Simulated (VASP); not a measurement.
# Sn (P6/mmm) in VASP: single point with PBE

Aim: the single point of Sn with PBE.

Everything below comes from runs of VASP 6.6.1. Logs are shortened: lines on timing, memory, paths and dates and some standing lists are left out, and cuts for length are marked.

## 1. The cell of the first run

The structure is hexagonal, space group P6/mmm (No. 191). Conventional cell: a = 3.268 Å, b = 3.268 Å, c = 3.082 Å, α = 90.00°, β = 90.00°, γ = 120.00°. Sn (site symmetry 6/mmm) has 8 Sn at 3.08 to 3.27 Å within 4.1 Å.

## 2. Single point, PBE

Input file INCAR:

```
PREC = Accurate
ENCUT = 520
EDIFF = 1E-7
ISMEAR = -1
SIGMA = 0.05
LREAL = F
LASPH = T
NELM = 60
ALGO = Normal
ISIF = 2
LWAVE = F
LCHARG = F
GGA = PE
NBANDS = 13
```

Input file KPOINTS:

```
Automatic mesh
0
Gamma
  13 13 12
```

Input file POSCAR:

```
Sn
1.0
    3.2675336323      0.0000000000      0.0000000000
   -1.6337668161      2.8297671333      0.0000000000
    0.0000000000      0.0000000000      3.0815112622
Sn
1
Direct
    0.0000000000      0.0000000000      0.0000000000
```

Potentials or basis: VASP PAW PBE potentials, release 64 (Sn_d).

Started as:

```bash
$ cat potpaw_PBE.64/Sn_d/POTCAR > POTCAR
$ mpirun -np 1 vasp_std > vasp.out
```

OUTCAR:

```text
PREC = Accurate
   ENCUT = 520
   EDIFF = 1E-7
   ISMEAR = -1
   LREAL = F
   LASPH = T
   NELM = 60
   ISIF = 2
   GGA = PE

 ion  position               nearest neighbor table
   1  0.000  0.000  0.000-

  LATTYP: Found a hexagonal cell.
 ALAT       =     3.2675336323
 C/A-ratio  =     0.9430694857

  Lattice vectors:

 A1 = (   3.2675336323,   0.0000000000,   0.0000000000)
 A2 = (  -1.6337668161,   2.8297671333,   0.0000000000)
 A3 = (   0.0000000000,   0.0000000000,   3.0815112622)

Analysis of symmetry for initial positions (statically):
=====================================================================
 Subroutine PRICEL returns:
 Original cell was already a primitive cell.

 Routine SETGRP: Setting up the symmetry group for a
 hexagonal supercell.

 Subroutine GETGRP returns: Found 24 space group operations
 (whereof 24 operations were pure point group operations)
 out of a pool of 24 trial point group operations.

The static configuration has the point symmetry D_6h.

Analysis of symmetry for dynamics (positions and initial velocities):
=====================================================================
 Subroutine PRICEL returns:
 Original cell was already a primitive cell.

 Routine SETGRP: Setting up the symmetry group for a
 hexagonal supercell.

 Subroutine GETGRP returns: Found 24 space group operations
 (whereof 24 operations were pure point group operations)
 out of a pool of 24 trial point group operations.

The dynamic configuration has the point symmetry D_6h.

 Subroutine INISYM returns: Found 24 space group operations
 (whereof 24 operations are pure point group operations),
 and found     1 'primitive' translations

----------------------------------------------------------------------------------------

                                     Primitive cell

  volume of cell :      28.4928

  direct lattice vectors                    reciprocal lattice vectors
     3.267533632  0.000000000  0.000000000     0.306041226  0.176692984  0.000000000
    -1.633766816  2.829767133  0.000000000     0.000000000  0.353385969  0.000000000
     0.000000000  0.000000000  3.081511262     0.000000000  0.000000000  0.324516095

  length of vectors
     3.267533632  3.267533632  3.081511262     0.353385969  0.353385969  0.324516095

  position of ions in fractional coordinates (direct lattice)
     0.000000000  0.000000000  0.000000000

  ion indices of the primitive-cell ions
   primitive index   ion index
                 1           1

[... 74 lines left out ...]
   NSW    =      0    number of steps for IOM
   IBRION =     -1    ionic relax: 0-MD 1-quasi-New 2-CG
   NFREE  =      0    steps in history (QN), initial steepest desc. (CG)
   ISIF   =      2    stress and relaxation
   ISYM   =      2    0-nonsym 1-usesym 2-fastsym
   POTIM  = 0.5000    time-step for ionic-motion
   TEBEG  =    0.0;   TEEND  =   0.0 temperature during run
   PSTRESS=    0.0 pullay stress
   NELECT =      14.0000    total number of electrons
   NUPDOWN=      -1.0000    fix difference up-down
   EMIN   =  10.00;   EMAX   =-10.00  energy-range for DOS
   EFERMI =   0.00;   METHOD = LEGACY
   ISMEAR =    -1;   SIGMA  =   0.05  broadening in eV -4-tet -1-fermi 0-gaus
   EFERMI_NEDOS =   21; number of points for ismear=-14 and -15
   IALGO  =     38    algorithm
   IMIX   =      4    mixing-type and parameters
     AMIX     =   0.40;   BMIX     =  1.00
     AMIX_MAG =   1.60;   BMIX_MAG =  1.00
  volume/ion in A,a.u.               =      28.49       192.28
  Fermi-wavevector in a.u.,A,eV,Ry     =   1.291832  2.441208 22.705806  1.668830
  Thomas-Fermi vector in A             =   2.423577
   LORBIT       =      0    0 simple, 1 ext, 2 COOP (PROOUT), +10 PAW based schemes
   GGA     = PE    functional components
   LHFCALC =     F    Hartree Fock is set to
   AEXX    =    0.0000 exact exchange contribution
   IVDW    =     0    specifies the selected vdW correction
   LEPSILON=     F    determine dielectric tensor
   LRPA    =     F    only Hartree local field effects (RPA)
 non-spin polarized calculation
  energy-cutoff  :      520.00
  volume of cell :       28.49
 maximum number of plane-waves:       788
   NGX = 13   NGY = 13   NGZ = 11

 number of electron      14.0000002 magnetization

 Free energy of the ion-electron system (eV)
  ---------------------------------------------------
  ext. energy  EPLUGINS =         0.00000000
  ---------------------------------------------------
  free energy    TOTEN  =        -3.81072076 eV

  energy without entropy =       -3.80668507  energy(sigma->0) =       -3.80870292

 E-fermi :   7.4194     XC(G=0): -10.0811

 val. band max:        7.3743047844   @ k =   0.3077   0.1538   0.4167
 cond. band min:       7.4461702191   @ k =   0.3077   0.3077   0.4167
 fundamental gap:      0.0718654347
 Fermi energy:         7.4193928779

 k-point     1 :       0.0000    0.0000    0.0000
  band No.  band energies     occupation
      1     -14.2019      2.00000
      2     -14.0588      2.00000
      3     -14.0588      2.00000
      4     -13.8668      2.00000
      5     -13.8668      2.00000
      6      -3.3837      2.00000
      7      12.5524      0.00000
      8      14.2286      0.00000
      9      14.2286      0.00000
     10      15.9789      0.00000
     11      18.3333      0.00000
     12      19.1381      0.00000
     13      19.1381      0.00000
[... 354 lines left out ...]
  band No.  band energies     occupation
      1     -14.1633      2.00000
      2     -14.0621      2.00000
      3     -14.0185      2.00000
      4     -13.8902      2.00000
      5     -13.8773      2.00000
      6      -2.8189      2.00000
      7      10.9591      0.00000
      8      11.7190      0.00000
      9      13.1628      0.00000
     10      16.2686      0.00000
     11      18.0389      0.00000
     12      21.1140      0.00000
     13      21.3287      0.00000

 [... further k-points ...]
[... 5 lines left out ...]
  --------------------------------------------------------------------------------------
  -------------------------------------------------------------------------------------
  Total       -0.0101331     -0.0101331     -0.0092258     -0.0000000     -0.0000000      0.0000000
  in kB       -0.5697951     -0.5697951     -0.5187770     -0.0000000     -0.0000000      0.0000000
  external PRESSURE =      -0.5527891 kB  Pullay stress =       0.0000000 kB

 VOLUME and BASIS-vectors are now :
 -----------------------------------------------------------------------------
  energy-cutoff  :      520.00
  volume of cell :       28.49
      direct lattice vectors                 reciprocal lattice vectors
     3.267533632  0.000000000  0.000000000     0.306041226  0.176692984  0.000000000
    -1.633766816  2.829767133  0.000000000     0.000000000  0.353385969  0.000000000
     0.000000000  0.000000000  3.081511262     0.000000000  0.000000000  0.324516095

 POSITION                                       TOTAL-FORCE (eV/Angst)
 -----------------------------------------------------------------------------------
      0.00000      0.00000      0.00000        -0.000000      0.000000      0.000000
 -----------------------------------------------------------------------------------
    total drift:                                0.000000     -0.000000      0.000000

  FREE ENERGIE OF THE ION-ELECTRON SYSTEM (eV)
  ---------------------------------------------------
  free  energy   TOTEN  =        -3.8107207599 eV

  energy  without entropy=       -3.8066850712  energy(sigma->0) =       -3.80870292
```

Run time: 20 s. Hardware: 1 thread of Intel Xeon Platinum 8259CL at 2.50GHz (Skylake/Cascade Lake), shared host; peak memory 0.17 GiB.

Results:

- Free energy: -3.8107 eV
- Pressure: -0.1 GPa
- Band gap on the k mesh: zero (band 7 reaches 12.67 eV, above the bottom of band 8 at 5.35 eV)

Caveat: spin-orbit coupling is left out, which moves the levels of the heavy elements.
